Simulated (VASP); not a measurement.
# NbGa2N2 (P4/mmm) in VASP: a series of runs

NbGa2N2 is run at these levels: PBE; tasks: single point, relaxation of cell and atoms.

Program: VASP 6.6.1. These are calculated values, not measurements. Logs are shortened: lines on timing, memory, paths and dates and some standing lists are left out, and cuts for length are marked.

### Step 1. The cell of the first run

Symmetry: P4/mmm, No. 123, tetragonal system. Conventional cell: a = 4.178 Å, b = 4.178 Å, c = 4.135 Å, α = 90.00°, β = 90.00°, γ = 90.00°. Nb (site symmetry 4/mmm) has 2 Ga at 2.07 Å and 4 N at 2.09 Å within 2.7 Å. Ga (site symmetry 4/mmm) has 2 Nb at 2.07 Å within 2.7 Å. Ga (site symmetry 4/mmm) has 4 N at 2.09 Å within 2.8 Å. N (site symmetry mmm) has 2 Nb at 2.09 Å and 2 Ga at 2.09 Å within 2.8 Å.

### Step 2. Single point, PBE

INCAR

```
SYSTEM = NbGa2N2
PREC     = Accurate       ! precision mode
ENCUT    = 520            ! plane-wave cutoff, eV
EDIFF    = 1E-6           ! SCF threshold, eV
ISMEAR   = 0              ! smearing method
SIGMA    = 0.1            ! smearing width, eV
LREAL    = .False.        ! projectors in reciprocal space
LASPH    = .True.         ! aspherical terms in the spheres
NELM     = 60             ! most SCF steps
ALGO     = Normal         ! electronic algorithm
ISIF     = 2              ! what is computed and relaxed
LWAVE    = .False.        ! write WAVECAR
LCHARG   = .True.         ! write CHGCAR
GGA      = PE             ! functional
LELF     = .True.         ! ELF
LVHAR    = .True.       
NBANDS   = 32             ! bands
```

KPOINTS

```
regular mesh
0
Gamma
  4 4 4
  0 0 0
```

POSCAR

```
NbGa2N2
1.0
    4.1777606600      0.0000000000      0.0000000000
    0.0000000000      4.1777606600      0.0000000000
    0.0000000000      0.0000000000      4.1354412300
Nb Ga N
1 2 2
Direct
    0.5000000000      0.5000000000      0.0000000000
    0.5000000000      0.5000000000      0.5000000000
    0.0000000000      0.0000000000      0.0000000000
    0.0000000000      0.5000000000      0.0000000000
    0.5000000000      0.0000000000      0.0000000000
```

Potentials or basis: VASP PAW PBE potentials, release 64 (Nb_sv, Ga_d, N).

Launch:

```bash
$ cat potpaw_PBE.64/Nb_sv/POTCAR potpaw_PBE.64/Ga_d/POTCAR potpaw_PBE.64/N/POTCAR > POTCAR
$ mpirun -np 1 vasp_std > vasp.out
```

OUTCAR:

```text
SYSTEM = NbGa2N2
   PREC = Accurate
   ENCUT = 520
   EDIFF = 1E-6
   ISMEAR = 0
   LREAL = .False.
   LASPH = .True.
   NELM = 60
   ISIF = 2
   GGA = PE

 ion  position               nearest neighbor table
   1  0.500  0.500  0.000-   2 2.07   2 2.07   5 2.09   4 2.09   5 2.09   4 2.09   3 2.95   3 2.95
                             3 2.95   3 2.95
   2  0.500  0.500  0.500-   1 2.07   1 2.07
   3  0.000  0.000  0.000-   4 2.09   5 2.09   4 2.09   5 2.09   1 2.95   1 2.95   1 2.95   1 2.95

   4  0.000  0.500  0.000-   1 2.09   3 2.09   3 2.09   1 2.09
   5  0.500  0.000  0.000-   1 2.09   3 2.09   1 2.09   3 2.09

  LATTYP: Found a simple tetragonal cell.
 ALAT       =     4.1777606600
 C/A-ratio  =     0.9898703077

  Lattice vectors:

 A1 = (   4.1777606600,   0.0000000000,   0.0000000000)
 A2 = (   0.0000000000,   4.1777606600,   0.0000000000)
 A3 = (   0.0000000000,   0.0000000000,   4.1354412300)

Analysis of symmetry for initial positions (statically):
=====================================================================
 Subroutine PRICEL returns:
 Original cell was already a primitive cell.

 Routine SETGRP: Setting up the symmetry group for a
 simple tetragonal supercell.

 Subroutine GETGRP returns: Found 16 space group operations
 (whereof 16 operations were pure point group operations)
 out of a pool of 16 trial point group operations.

The static configuration has the point symmetry D_4h.

Analysis of symmetry for dynamics (positions and initial velocities):
=====================================================================
 Subroutine PRICEL returns:
 Original cell was already a primitive cell.

 Routine SETGRP: Setting up the symmetry group for a
 simple tetragonal supercell.

 Subroutine GETGRP returns: Found 16 space group operations
 (whereof 16 operations were pure point group operations)
 out of a pool of 16 trial point group operations.

The dynamic configuration has the point symmetry D_4h.

 Subroutine INISYM returns: Found 16 space group operations
 (whereof 16 operations are pure point group operations),
 and found     1 'primitive' translations

----------------------------------------------------------------------------------------

                                     Primitive cell

  volume of cell :      72.1787

  direct lattice vectors                    reciprocal lattice vectors
     4.177760660  0.000000000  0.000000000     0.239362683  0.000000000  0.000000000
     0.000000000  4.177760660  0.000000000     0.000000000  0.239362683  0.000000000
     0.000000000  0.000000000  4.135441230     0.000000000  0.000000000  0.241812166

  length of vectors
     4.177760660  4.177760660  4.135441230     0.239362683  0.239362683  0.241812166

  position of ions in fractional coordinates (direct lattice)
     0.500000000  0.500000000  0.000000000
     0.500000000  0.500000000  0.500000000
     0.000000000  0.000000000  0.000000000
     0.000000000  0.500000000  0.000000000
     0.500000000  0.000000000  0.000000000

  ion indices of the primitive-cell ions
   primitive index   ion index
                 1           1
                 2           2
                 3           3
                 4           4
                 5           5

----------------------------------------------------------------------------------------

 KPOINTS: regular mesh

Automatic generation of k-mesh.
 Grid dimensions read from file:
 generate k-points for:    4    4    4

 Generating k-lattice:

  Cartesian coordinates                     Fractional coordinates (reciprocal lattice)
     0.059840671  0.000000000  0.000000000     0.250000000  0.000000000  0.000000000
     0.000000000  0.059840671  0.000000000     0.000000000  0.250000000  0.000000000
     0.000000000  0.000000000  0.060453041     0.000000000  0.000000000  0.250000000

  Length of vectors
     0.059840671  0.059840671  0.060453041

  Shift w.r.t. Gamma in fractional coordinates (k-lattice)
     0.000000000  0.000000000  0.000000000

 Subroutine IBZKPT returns following result:
 ===========================================

 Found     18 irreducible k-points:

 Following reciprocal coordinates:
            Coordinates               Weight
  0.000000  0.000000  0.000000      1.000000
  0.250000  0.000000  0.000000      4.000000
  0.500000  0.000000  0.000000      2.000000
  0.250000  0.250000  0.000000      4.000000
  0.500000  0.250000  0.000000      4.000000
  0.500000  0.500000  0.000000      1.000000
[... 10 lines left out ...]
  0.500000  0.250000  0.500000      4.000000
  0.500000  0.500000  0.500000      1.000000
   k-points           NKPTS =     18   k-points in BZ     NKDIM =     18   number of bands    NBANDS=     32
   number of dos      NEDOS =    301   number of ions     NIONS =      5
   total plane-waves  NPLWV =  32768
   dimension x,y,z NGX =    32 NGY =   32 NGZ =   32
   dimension x,y,z NGXF=    64 NGYF=   64 NGZF=   64
   ions per type =               1   2   2
   NGX,Y,Z   is equivalent  to a cutoff of  12.73, 12.73, 12.86 a.u.
   NGXF,Y,Z  is equivalent  to a cutoff of  25.47, 25.47, 25.73 a.u.
 SYSTEM =  NbGa2N2
   PREC   = accura    normal or accurate (medium, high low for compatibility)
   ISTART =      0    job   : 0-new  1-cont  2-samecut
   ICHARG =      2    charge: 1-file 2-atom 10-const
   ISPIN  =      1    spin polarized calculation?
   LNONCOLLINEAR =      F non collinear calculations
   LSORBIT =      F    spin-orbit coupling
   LASPH  =      T    aspherical Exc in radial PAW
   ENCUT  =  520.0 eV  38.22 Ry    6.18 a.u.   7.77  7.77  7.69*2*pi/ulx,y,z
   NELM   =     60;   NELMIN=  2; NELMDL= -5     # of ELM steps
   EDIFF  = 0.1E-05   stopping-criterion for ELM
   LREAL  =      F    real-space projection
   EDIFFG = 0.1E-04   stopping-criterion for IOM
   NSW    =      0    number of steps for IOM
   IBRION =     -1    ionic relax: 0-MD 1-quasi-New 2-CG
   NFREE  =      0    steps in history (QN), initial steepest desc. (CG)
   ISIF   =      2    stress and relaxation
   ISYM   =      2    0-nonsym 1-usesym 2-fastsym
   POTIM  = 0.5000    time-step for ionic-motion
   TEBEG  =    0.0;   TEEND  =   0.0 temperature during run
   PSTRESS=    0.0 pullay stress
   NELECT =      49.0000    total number of electrons
   NUPDOWN=      -1.0000    fix difference up-down
   EMIN   =  10.00;   EMAX   =-10.00  energy-range for DOS
   EFERMI =   0.00;   METHOD = LEGACY
   ISMEAR =     0;   SIGMA  =   0.10  broadening in eV -4-tet -1-fermi 0-gaus
   EFERMI_NEDOS =   21; number of points for ismear=-14 and -15
   IALGO  =     38    algorithm
   IMIX   =      4    mixing-type and parameters
     AMIX     =   0.40;   BMIX     =  1.00
     AMIX_MAG =   1.60;   BMIX_MAG =  1.00
  volume/ion in A,a.u.               =      14.44        97.42
  Fermi-wavevector in a.u.,A,eV,Ry     =   1.438811  2.718959 28.166485  2.070178
  Thomas-Fermi vector in A             =   2.557737
   LORBIT       =      0    0 simple, 1 ext, 2 COOP (PROOUT), +10 PAW based schemes
   GGA     = PE    functional components
   LHFCALC =     F    Hartree Fock is set to
   AEXX    =    0.0000 exact exchange contribution
   IVDW    =     0    specifies the selected vdW correction
   LEPSILON=     F    determine dielectric tensor
   LRPA    =     F    only Hartree local field effects (RPA)
 non-spin polarized calculation
 Gauss-broadening in eV      SIGMA  =   0.10
  energy-cutoff  :      520.00
  volume of cell :       72.18
 maximum number of plane-waves:      1956
 NGX is ok and might be reduce to    32
   NGX = 15   NGY = 15   NGZ = 15

 number of electron      48.9999976 magnetization

 Free energy of the ion-electron system (eV)
  ---------------------------------------------------
  ext. energy  EPLUGINS =         0.00000000
  ---------------------------------------------------
  free energy    TOTEN  =       -27.06782088 eV

  energy without entropy =      -27.04965182  energy(sigma->0) =      -27.05873635

 E-fermi :   7.1169     XC(G=0): -11.0392

 val. band max:        7.0985108051   @ k =   0.2500   0.2500   0.2500
 cond. band min:       7.3097137475   @ k =   0.5000   0.2500   0.5000
 fundamental gap:      0.2112029423
 Fermi energy:         7.1169162879

 k-point     1 :       0.0000    0.0000    0.0000
  band No.  band energies     occupation
      1     -47.9495      2.00000
      2     -24.7114      2.00000
      3     -24.1335      2.00000
      4     -24.1335      2.00000
      5      -9.7603      2.00000
      6      -9.4900      2.00000
[... 24 lines left out ...]
     31      11.4154      0.00000
     32      12.4394      0.00000

 k-point     2 :       0.2500    0.0000    0.0000
  band No.  band energies     occupation
      1     -47.9488      2.00000
      2     -24.7097      2.00000
      3     -24.1725      2.00000
      4     -24.1319      2.00000
      5      -9.4934      2.00000
      6      -9.3110      2.00000
[... 24 lines left out ...]
     31      11.8648      0.00000
     32      13.1125      0.00000

 k-point     3 :       0.5000    0.0000    0.0000
  band No.  band energies     occupation
      1     -47.9482      2.00000
      2     -24.7080      2.00000
      3     -24.2108      2.00000
      4     -24.1301      2.00000
      5      -9.4094      2.00000
      6      -9.1418      2.00000
[... 24 lines left out ...]
     31      11.5434      0.00000
     32      12.3945      0.00000

 k-point     4 :       0.2500    0.2500    0.0000
  band No.  band energies     occupation
      1     -47.9482      2.00000
      2     -24.7080      2.00000
      3     -24.1707      2.00000
      4     -24.1686      2.00000
      5      -9.4199      2.00000
      6      -9.0833      2.00000
[... 24 lines left out ...]
     31      12.7478      0.00000
     32      13.4216      0.00000

 k-point     5 :       0.5000    0.2500    0.0000
  band No.  band energies     occupation
      1     -47.9476      2.00000
      2     -24.7062      2.00000
      3     -24.2070      2.00000
      4     -24.1668      2.00000
      5      -9.4009      2.00000
      6      -9.0408      2.00000
[... 374 lines left out ...]
     31      13.4399      0.00000
     32      13.7894      0.00000

 k-point    16 :       0.2500    0.2500    0.5000
  band No.  band energies     occupation
      1     -47.9414      2.00000
      2     -24.9405      2.00000
      3     -24.1790      2.00000
      4     -24.1769      2.00000
      5      -9.0616      2.00000
      6      -9.0503      2.00000
[... 24 lines left out ...]
     31      13.5049      0.00000
     32      14.1331      0.00000

 k-point    17 :       0.5000    0.2500    0.5000
  band No.  band energies     occupation
      1     -47.9407      2.00000
      2     -24.9386      2.00000
      3     -24.2149      2.00000
      4     -24.1751      2.00000
      5      -8.9559      2.00000
      6      -8.9019      2.00000
[... 24 lines left out ...]
     31      12.9158      0.00000
     32      13.3130      0.00000

 k-point    18 :       0.5000    0.5000    0.5000
  band No.  band energies     occupation
      1     -47.9401      2.00000
      2     -24.9367      2.00000
      3     -24.2111      2.00000
      4     -24.2111      2.00000
      5      -8.9057      2.00000
      6      -8.9057      2.00000
[... 24 lines left out ...]
     31      12.6245      0.00000
     32      12.6413      0.00000

------------------------ aborting loop because EDIFF is reached ----------------------------------------

  FORCE on cell =-STRESS in cart. coord.  units (eV):
  Direction    XX          YY          ZZ          XY          YZ          ZX
  --------------------------------------------------------------------------------------
  -------------------------------------------------------------------------------------
  Total        2.9370439      2.9370439     42.3857906      0.0000000      0.0000000      0.0000000
  in kB       65.1946640     65.1946640    940.8532844      0.0000000      0.0000000      0.0000000
  external PRESSURE =     357.0808708 kB  Pullay stress =       0.0000000 kB

 VOLUME and BASIS-vectors are now :
 -----------------------------------------------------------------------------
  energy-cutoff  :      520.00
  volume of cell :       72.18
      direct lattice vectors                 reciprocal lattice vectors
     4.177760660  0.000000000  0.000000000     0.239362683  0.000000000  0.000000000
     0.000000000  4.177760660  0.000000000     0.000000000  0.239362683  0.000000000
     0.000000000  0.000000000  4.135441230     0.000000000  0.000000000  0.241812166

 POSITION                                       TOTAL-FORCE (eV/Angst)
 -----------------------------------------------------------------------------------
      2.08888      2.08888      0.00000         0.000000      0.000000      0.000000
      2.08888      2.08888      2.06772         0.000000      0.000000      0.000000
      0.00000      0.00000      0.00000         0.000000      0.000000      0.000000
      0.00000      2.08888      0.00000         0.000000      0.000000      0.000000
      2.08888      0.00000      0.00000         0.000000      0.000000      0.000000
 -----------------------------------------------------------------------------------
    total drift:                                0.000000     -0.000000     -0.000000

  FREE ENERGIE OF THE ION-ELECTRON SYSTEM (eV)
  ---------------------------------------------------
  free  energy   TOTEN  =       -27.0678208814 eV

  energy  without entropy=      -27.0496518191  energy(sigma->0) =      -27.05873635
```

Run time: 17 s. Hardware: 1 thread of Intel Xeon 6975P-C (Granite Rapids), shared host; peak memory 0.19 GiB.

Results:

```
Free energy : -27.0678 eV
Pressure    : 35.7 GPa
```

Stress tensor (GPa, compression positive):
```
 6.52  0.00  0.00
 0.00  6.52  0.00
 0.00  0.00 94.09
```

Levels at points of the mesh, in eV from the Fermi level:
```csv
k point,band 22,band 23,band 24,band 25,band 26,band 27,band 28,band 29
"(0.00, 0.00, 0.00)",-2.16,-2.16,-2.10,-0.25,-0.21,-0.21,2.81,2.81
"(0.50, 0.00, 0.00)",-2.98,-2.72,-0.20,-0.13,2.42,2.67,2.90,3.08
"(0.50, 0.50, 0.00)",-4.05,-1.71,0.19,0.19,1.71,2.39,2.71,2.71
"(0.00, 0.00, 0.50)",-2.50,-2.50,-2.01,-2.01,-1.32,-1.20,-0.19,2.77
"(0.50, 0.00, 0.50)",-2.84,-2.46,-2.32,-1.46,1.12,1.69,2.44,2.91
"(0.50, 0.50, 0.50)",-4.35,-2.75,-1.69,-0.72,1.69,1.69,2.41,4.95
```

Caveat: the k points lie up to 0.38 Å⁻¹ apart.

### Step 3. Single point, PBE

This run uses another cell than the first one, of 19.31 Å³/atom, 1.337 times its volume.

INCAR

```
SYSTEM = NbGa2N2
PREC = Accurate
ENCUT = 520
EDIFF = 1E-7
ISMEAR = 0
SIGMA = 0.1
LREAL = .FALSE.
LASPH = .TRUE.
NELM = 100
ALGO = Normal
ISIF = 2
LWAVE = .FALSE.
LCHARG = .FALSE.
GGA = PE
NBANDS = 32
```

KPOINTS

```
Automatic mesh
0
G
  4 4 4
  0 0 0
```

Edit POSCAR of step 2 so:

```diff
@@ -2,5 +2,5 @@
 1.0
-    4.1777606600      0.0000000000      0.0000000000
-    0.0000000000      4.1777606600      0.0000000000
-    0.0000000000      0.0000000000      4.1354412300
+    4.1812916373      0.0000000000      0.0000000000
+    0.0000000000      4.1812916373      0.0000000000
+    0.0000000000      0.0000000000      5.5217118238
 Nb Ga N
```

Potentials or basis: VASP PAW PBE potentials, release 64 (Nb_sv, Ga_d, N).

Launch:

```bash
$ cat potpaw_PBE.64/Nb_sv/POTCAR potpaw_PBE.64/Ga_d/POTCAR potpaw_PBE.64/N/POTCAR > POTCAR
$ mpirun -np 1 vasp_std > vasp.out
```

Run time: 26 s. Hardware: 1 thread of Intel Xeon 6975P-C (Granite Rapids), shared host; peak memory 0.22 GiB.

It converged, with:

```
Free energy : -31.7149 eV
Pressure    : 0.0 GPa
```

Stress tensor (GPa, compression positive):
```
-0.11  0.00  0.00
 0.00 -0.11  0.00
 0.00  0.00  0.17
```

Levels at points of the mesh, in eV from the Fermi level:
```csv
k point,band 21,band 22,band 23,band 24,band 25,band 26,band 27,band 28
"(0.00, 0.00, 0.00)",-2.02,-1.83,-1.83,-1.66,-0.20,0.10,0.10,2.08
"(0.50, 0.00, 0.00)",-4.43,-2.99,-2.31,-0.51,0.22,1.89,2.40,2.58
"(0.50, 0.50, 0.00)",-3.90,-3.90,-1.49,0.25,0.25,1.22,1.26,1.87
"(0.00, 0.00, 0.50)",-2.62,-2.08,-1.81,-1.81,-1.17,-0.43,-0.43,-0.20
"(0.50, 0.00, 0.50)",-4.85,-2.28,-2.06,-2.00,-0.23,0.46,2.40,2.53
"(0.50, 0.50, 0.50)",-4.23,-4.23,-1.77,-1.49,0.33,1.45,1.45,2.14
```

Caveat: the k points lie up to 0.38 Å⁻¹ apart.

[end of part 1 of 2]
